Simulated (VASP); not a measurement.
# TiB2 (P6/mmm) in VASP: notebook

The runs below take TiB2 through single point, with r2SCAN.

All numbers are computed with VASP 6.6.1; they aren't measurements. Logs are shortened: lines on timing, memory, paths and dates and some standing lists are left out, and cuts for length are marked.

### Step 1. The cell of the first run

Symmetry: P6/mmm, No. 191, hexagonal system. The conventional cell has a = 3.025 Å, b = 3.025 Å, c = 3.224 Å, α = 90.00°, β = 90.00°, γ = 120.00°. Ti (site symmetry 6/mmm) has 12 B at 2.38 Å and 8 Ti at 3.02 to 3.22 Å within 3.3 Å. Within 2.4 Å of B (site symmetry -6m2) lie 3 B at 1.75 Å and 6 Ti at 2.38 Å.

### Step 2. Single point, r2SCAN

Contents of POSCAR:

```
TiB2
1.0
    3.0249536156      0.0000000029      0.0000000000
   -1.5124768103      2.6196866749      0.0000000000
    0.0000000000      0.0000000000      3.2236786338
Ti B
1 2
Direct
    0.0000000000      0.0000000000      0.0000000000
    0.3333333333      0.6666666667      0.5000000000
    0.6666666667      0.3333333333      0.5000000000
```

Contents of INCAR.step1:

```
PREC = Accurate
ENCUT = 550
ISMEAR = 0
SIGMA = 0.1
LREAL = F
LASPH = T
NELM = 120
NBANDS = 16
GGA = PE
ALGO = Normal
EDIFF = 1E-5
LWAVE = T
LCHARG = F
GGA_COMPAT = F
```

Contents of INCAR.step2:

```
PREC = Accurate
ENCUT = 550
EDIFF = 1E-6
ISMEAR = 0
SIGMA = 0.1
LREAL = F
LASPH = T
NELM = 120
ALGO = Normal
ISIF = 2
LWAVE = F
LCHARG = F
METAGGA = R2SCAN
LMIXTAU = T
NBANDS = 16
ISTART = 1
GGA_COMPAT = F
```

Contents of KPOINTS:

```
Automatic mesh
0
Gamma
  21 21 18
```

Potentials or basis: VASP PAW PBE potentials, release 64 (Ti_sv, B).

Run with:

```
$ cat potpaw_PBE.64/Ti_sv/POTCAR potpaw_PBE.64/B/POTCAR > POTCAR
$ cp INCAR.step1 INCAR
$ mpirun -np 1 vasp_std > vasp.out
$ cp INCAR.step2 INCAR
$ mpirun -np 1 vasp_std > vasp.out
```

OUTCAR:

```text
PREC = Accurate
   ENCUT = 550
   EDIFF = 1E-6
   ISMEAR = 0
   LREAL = F
   LASPH = T
   NELM = 120
   ISIF = 2
   METAGGA = R2SCAN
   ISTART = 1

 ion  position               nearest neighbor table
   1  0.000  0.000  0.000-   2 2.38   3 2.38   2 2.38   3 2.38   2 2.38   2 2.38   3 2.38   3 2.38
                             3 2.38   3 2.38   2 2.38   2 2.38
   2  0.333  0.667  0.500-   3 1.75   3 1.75   3 1.75   1 2.38   1 2.38   1 2.38   1 2.38   1 2.38
                             1 2.38
   3  0.667  0.333  0.500-   2 1.75   2 1.75   2 1.75   1 2.38   1 2.38   1 2.38   1 2.38   1 2.38
                             1 2.38

  LATTYP: Found a hexagonal cell.
 ALAT       =     3.0249536156
 C/A-ratio  =     1.0656952282

  Lattice vectors:

 A1 = (   3.0249536156,   0.0000000029,   0.0000000000)
 A2 = (  -1.5124768103,   2.6196866749,   0.0000000000)
 A3 = (   0.0000000000,   0.0000000000,   3.2236786338)

Analysis of symmetry for initial positions (statically):
=====================================================================
 Subroutine PRICEL returns:
 Original cell was already a primitive cell.

 Routine SETGRP: Setting up the symmetry group for a
 hexagonal supercell.

 Subroutine GETGRP returns: Found 24 space group operations
 (whereof 24 operations were pure point group operations)
 out of a pool of 24 trial point group operations.

The static configuration has the point symmetry D_6h.

Analysis of symmetry for dynamics (positions and initial velocities):
=====================================================================
 Subroutine PRICEL returns:
 Original cell was already a primitive cell.

 Routine SETGRP: Setting up the symmetry group for a
 hexagonal supercell.

 Subroutine GETGRP returns: Found 24 space group operations
 (whereof 24 operations were pure point group operations)
 out of a pool of 24 trial point group operations.

The dynamic configuration has the point symmetry D_6h.

 Subroutine INISYM returns: Found 24 space group operations
 (whereof 24 operations are pure point group operations),
 and found     1 'primitive' translations

----------------------------------------------------------------------------------------

                                     Primitive cell

  volume of cell :      25.5458

  direct lattice vectors                    reciprocal lattice vectors
     3.024953616  0.000000003  0.000000000     0.330583581  0.190862520  0.000000000
    -1.512476810  2.619686675  0.000000000    -0.000000000  0.381725039  0.000000000
     0.000000000  0.000000000  3.223678634     0.000000000  0.000000000  0.310204618

  length of vectors
     3.024953616  3.024953616  3.223678634     0.381725039  0.381725039  0.310204618

  position of ions in fractional coordinates (direct lattice)
     0.000000000  0.000000000  0.000000000
     0.333333333  0.666666667  0.500000000
     0.666666667  0.333333333  0.500000000

  ion indices of the primitive-cell ions
   primitive index   ion index
                 1           1
                 2           2
                 3           3

----------------------------------------------------------------------------------------

 KPOINTS: Automatic mesh

Automatic generation of k-mesh.
 Grid dimensions read from file:
 generate k-points for:   21   21   18

 Generating k-lattice:

  Cartesian coordinates                     Fractional coordinates (reciprocal lattice)
     0.015742075  0.009088691  0.000000000     0.047619048 -0.000000000  0.000000000
    -0.000000000  0.018177383  0.000000000     0.000000000  0.047619048  0.000000000
     0.000000000  0.000000000  0.017233590     0.000000000  0.000000000  0.055555556

  Length of vectors
     0.018177383  0.018177383  0.017233590

  Shift w.r.t. Gamma in fractional coordinates (k-lattice)
     0.000000000  0.000000000  0.000000000

 Subroutine IBZKPT returns following result:
 ===========================================

 Found    480 irreducible k-points:

 Following reciprocal coordinates:
            Coordinates               Weight
  0.000000  0.000000  0.000000      1.000000
  0.047619  0.000000  0.000000      6.000000
  0.095238 -0.000000  0.000000      6.000000
  0.142857  0.000000  0.000000      6.000000
  0.190476 -0.000000  0.000000      6.000000
  0.238095 -0.000000  0.000000      6.000000
[... 16 lines left out ...]
  0.142857  0.095238  0.000000     12.000000
  0.190476  0.095238  0.000000     12.000000
 [... further k-points ...]
   k-points           NKPTS =    480   k-points in BZ     NKDIM =    480   number of bands    NBANDS=     16
   number of dos      NEDOS =    301   number of ions     NIONS =      3
   total plane-waves  NPLWV =  16128
   dimension x,y,z NGX =    24 NGY =   24 NGZ =   28
   dimension x,y,z NGXF=    48 NGYF=   48 NGZF=   56
   ions per type =               1   2
   NGX,Y,Z   is equivalent  to a cutoff of  13.19, 13.19, 14.44 a.u.
   NGXF,Y,Z  is equivalent  to a cutoff of  26.38, 26.38, 28.88 a.u.
 SYSTEM =  unknown system
   PREC   = accura    normal or accurate (medium, high low for compatibility)
   ISTART =      1    job   : 0-new  1-cont  2-samecut
   ICHARG =      0    charge: 1-file 2-atom 10-const
   ISPIN  =      1    spin polarized calculation?
   LNONCOLLINEAR =      F non collinear calculations
   LSORBIT =      F    spin-orbit coupling
   LASPH  =      T    aspherical Exc in radial PAW
   ENCUT  =  550.0 eV  40.42 Ry    6.36 a.u.   5.78  5.78  6.16*2*pi/ulx,y,z
   NELM   =    120;   NELMIN=  2; NELMDL=  0     # of ELM steps
   EDIFF  = 0.1E-05   stopping-criterion for ELM
   LREAL  =      F    real-space projection
   EDIFFG = 0.1E-04   stopping-criterion for IOM
   NSW    =      0    number of steps for IOM
   IBRION =     -1    ionic relax: 0-MD 1-quasi-New 2-CG
   NFREE  =      0    steps in history (QN), initial steepest desc. (CG)
   ISIF   =      2    stress and relaxation
   ISYM   =      2    0-nonsym 1-usesym 2-fastsym
   POTIM  = 0.5000    time-step for ionic-motion
   TEBEG  =    0.0;   TEEND  =   0.0 temperature during run
   PSTRESS=    0.0 pullay stress
   NELECT =      18.0000    total number of electrons
   NUPDOWN=      -1.0000    fix difference up-down
   EMIN   =  10.00;   EMAX   =-10.00  energy-range for DOS
   EFERMI =   0.00;   METHOD = LEGACY
   ISMEAR =     0;   SIGMA  =   0.10  broadening in eV -4-tet -1-fermi 0-gaus
   EFERMI_NEDOS =   21; number of points for ismear=-14 and -15
   IALGO  =     38    algorithm
   IMIX   =      4    mixing-type and parameters
     AMIX     =   0.40;   BMIX     =  1.00
     AMIX_MAG =   1.60;   BMIX_MAG =  1.00
  volume/ion in A,a.u.               =       8.52        57.46
  Fermi-wavevector in a.u.,A,eV,Ry     =   1.456775  2.752905 28.874183  2.122193
  Thomas-Fermi vector in A             =   2.573654
   LORBIT       =      0    0 simple, 1 ext, 2 COOP (PROOUT), +10 PAW based schemes
   METAGGA = R2SCAN    functional components
   LHFCALC =     F    Hartree Fock is set to
   AEXX    =    0.0000 exact exchange contribution
   IVDW    =     0    specifies the selected vdW correction
   LEPSILON=     F    determine dielectric tensor
   LRPA    =     F    only Hartree local field effects (RPA)
 non-spin polarized calculation
 Gauss-broadening in eV      SIGMA  =   0.10
  energy-cutoff  :      550.00
  volume of cell :       25.55
 maximum number of plane-waves:       764
 NGX is ok and might be reduce to    24
   NGX = 11   NGY = 11   NGZ = 13

 number of electron      18.0000003 magnetization

 Free energy of the ion-electron system (eV)
  ---------------------------------------------------
  ext. energy  EPLUGINS =         0.00000000
  ---------------------------------------------------
  free energy    TOTEN  =       -30.97397870 eV

  energy without entropy =      -30.97223580  energy(sigma->0) =      -30.97310725

 E-fermi :  10.2332     XC(G=0): -13.7671

 val. band max:       10.2206813707   @ k =   0.1905   0.1429   0.1667
 cond. band min:      10.2369404163   @ k =   0.0952  -0.0000   0.5000
 fundamental gap:      0.0162590456
 Fermi energy:        10.2331723784

 k-point     1 :       0.0000    0.0000    0.0000
  band No.  band energies     occupation
      1     -49.1926      2.00000
      2     -24.5103      2.00000
      3     -24.1760      2.00000
      4     -24.1760      2.00000
      5      -4.3185      2.00000
      6       7.4097      2.00000
[... 8 lines left out ...]
     15      16.1439      0.00000
     16      17.2847      0.00000

 k-point     2 :       0.0476    0.0000    0.0000
  band No.  band energies     occupation
      1     -49.1913      2.00000
      2     -24.5086      2.00000
      3     -24.1859      2.00000
      4     -24.1782      2.00000
      5      -4.2721      2.00000
      6       7.2662      2.00000
[... 8 lines left out ...]
     15      16.4712      0.00000
     16      17.4354      0.00000

 k-point     3 :       0.0952   -0.0000    0.0000
  band No.  band energies     occupation
      1     -49.1876      2.00000
      2     -24.5038      2.00000
      3     -24.2145      2.00000
      4     -24.1846      2.00000
      5      -4.1337      2.00000
      6       6.8591      2.00000
[... 8 lines left out ...]
     15      17.2365      0.00000
     16      17.9055      0.00000

 k-point     4 :       0.1429    0.0000    0.0000
  band No.  band energies     occupation
      1     -49.1817      2.00000
      2     -24.4962      2.00000
      3     -24.2591      2.00000
      4     -24.1946      2.00000
      5      -3.9059      2.00000
      6       6.2522      2.00000
[... 8 lines left out ...]
     15      18.2220      0.00000
     16      18.6660      0.00000
[... 324 lines left out ...]
 k-point    22 :       0.0952    0.0952    0.0000
  band No.  band energies     occupation
      1     -49.1783      2.00000
      2     -24.4919      2.00000
      3     -24.2816      2.00000
      4     -24.2029      2.00000
      5      -3.7707      2.00000
      6       6.0184      2.00000
[... 8 lines left out ...]
     15      18.0321      0.00000
     16      18.9721      0.00000

 k-point    23 :       0.1429    0.0952    0.0000
  band No.  band energies     occupation
      1     -49.1712      2.00000
      2     -24.4827      2.00000
      3     -24.3325      2.00000
      4     -24.2180      2.00000
      5      -3.4598      2.00000
      6       5.3906      2.00000
[... 8 lines left out ...]
     15      18.4165      0.00000
     16      18.7426      0.00000

 k-point    24 :       0.1905    0.0952    0.0000
  band No.  band energies     occupation
      1     -49.1631      2.00000
      2     -24.4722      2.00000
      3     -24.3890      2.00000
      4     -24.2351      2.00000
      5      -3.0686      2.00000
      6       4.6646      2.00000
[... 8 lines left out ...]
     15      18.1554      0.00000
     16      19.5344      0.00000

 [... further k-points ...]

------------------------ aborting loop because EDIFF is reached ----------------------------------------

  FORCE on cell =-STRESS in cart. coord.  units (eV):
  Direction    XX          YY          ZZ          XY          YZ          ZX
  --------------------------------------------------------------------------------------
  -------------------------------------------------------------------------------------
  Total        0.1124301      0.1124301      0.1203434      0.0000000      0.0000000      0.0000000
  in kB        7.0513680      7.0513680      7.5476730      0.0000000      0.0000000      0.0000000
  external PRESSURE =       7.2168030 kB  Pullay stress =       0.0000000 kB

 VOLUME and BASIS-vectors are now :
 -----------------------------------------------------------------------------
  energy-cutoff  :      550.00
  volume of cell :       25.55
      direct lattice vectors                 reciprocal lattice vectors
     3.024953616  0.000000003  0.000000000     0.330583581  0.190862520  0.000000000
    -1.512476810  2.619686675  0.000000000    -0.000000000  0.381725039  0.000000000
     0.000000000  0.000000000  3.223678634     0.000000000  0.000000000  0.310204618

 POSITION                                       TOTAL-FORCE (eV/Angst)
 -----------------------------------------------------------------------------------
      0.00000      0.00000      0.00000        -0.000000     -0.000000     -0.000000
     -0.00000      1.74646      1.61184         0.000000      0.000000      0.000000
      1.51248      0.87323      1.61184        -0.000000      0.000000     -0.000000
 -----------------------------------------------------------------------------------
    total drift:                               -0.000000      0.000000     -0.000000

  FREE ENERGIE OF THE ION-ELECTRON SYSTEM (eV)
  ---------------------------------------------------
  free  energy   TOTEN  =       -30.9739787040 eV

  energy  without entropy=      -30.9722358007  energy(sigma->0) =      -30.97310725
```

Wall time 19 min (1 thread of Oxide Virtual Turin-like, shared host); peak memory 0.28 GiB.

Results:

| Quantity | Value |
| --- | --- |
| Free energy | -30.9740 eV |
| Pressure | 0.7 GPa |
| Band gap on the k mesh | zero (bands 9 and 10 overlap by 0.67 eV) |

Caveat: the PAW data sets were made with another functional, which shifts forces and pressure a little.

### Step 3. Single point, r2SCAN

Contents of POSCAR:

```
TiB2
1.0
    3.0255831093      0.0000000029      0.0000000000
   -1.5127915572      2.6202318325      0.0000000000
    0.0000000000      0.0000000000      3.2237287878
Ti B
1 2
Direct
    0.0000000000      0.0000000000      0.0000000000
    0.3333333333      0.6666666667      0.5000000000
    0.6666666667      0.3333333333      0.5000000000
```

Contents of INCAR.step1:

```
SYSTEM = TiB2
PREC = Accurate
ENCUT = 550
ISMEAR = -1
SIGMA = 0.15
LREAL = .FALSE.
LASPH = .TRUE.
NELM = 120
NBANDS = 16
GGA = PE
ALGO = Normal
EDIFF = 1E-5
LWAVE = .TRUE.
LCHARG = .FALSE.
GGA_COMPAT = .FALSE.
```

Contents of INCAR.step2:

```
SYSTEM = TiB2
PREC = Accurate
ENCUT = 550
EDIFF = 1E-6
ISMEAR = -1
SIGMA = 0.15
LREAL = .FALSE.
LASPH = .TRUE.
NELM = 120
ALGO = Normal
ISIF = 2
LWAVE = .FALSE.
LCHARG = .TRUE.
METAGGA = R2SCAN
LMIXTAU = .TRUE.
LELF = .TRUE.
LVHAR = .TRUE.
NBANDS = 16
ISTART = 1
GGA_COMPAT = .FALSE.
```

Contents of KPOINTS:

```
regular mesh
0
G
  21 21 18
  0 0 0
```

Potentials or basis: VASP PAW PBE potentials, release 64 (Ti_sv, B).

Run with:

```
$ cat potpaw_PBE.64/Ti_sv/POTCAR potpaw_PBE.64/B/POTCAR > POTCAR
$ cp INCAR.step1 INCAR
$ mpirun -np 1 vasp_std > vasp.out
$ cp INCAR.step2 INCAR
$ mpirun -np 1 vasp_std > vasp.out
```

Wall time 21 min (1 thread of Oxide Virtual Turin-like, shared host); peak memory 0.28 GiB.

The run converged. Its results:

```yaml
Free_energy: -30.9866 eV
Pressure: 0.7 GPa
Band_gap_on_the_k_mesh: zero (bands 9 and 10 overlap by 0.67 eV)
```

Levels at points of the mesh, in eV from the Fermi level:
```tsv
k point	band 6	band 7	band 8	band 9	band 10	band 11	band 12	band 13
(0.00, 0.00, 0.00)	-2.78	-2.78	-2.60	-2.19	2.00	2.00	3.88	3.88
(0.00, 0.00, 0.50)	-8.15	-0.63	-0.63	-0.21	-0.21	0.48	0.48	1.79
```

Caveat: the PAW data sets were made with another functional, which shifts forces and pressure a little.
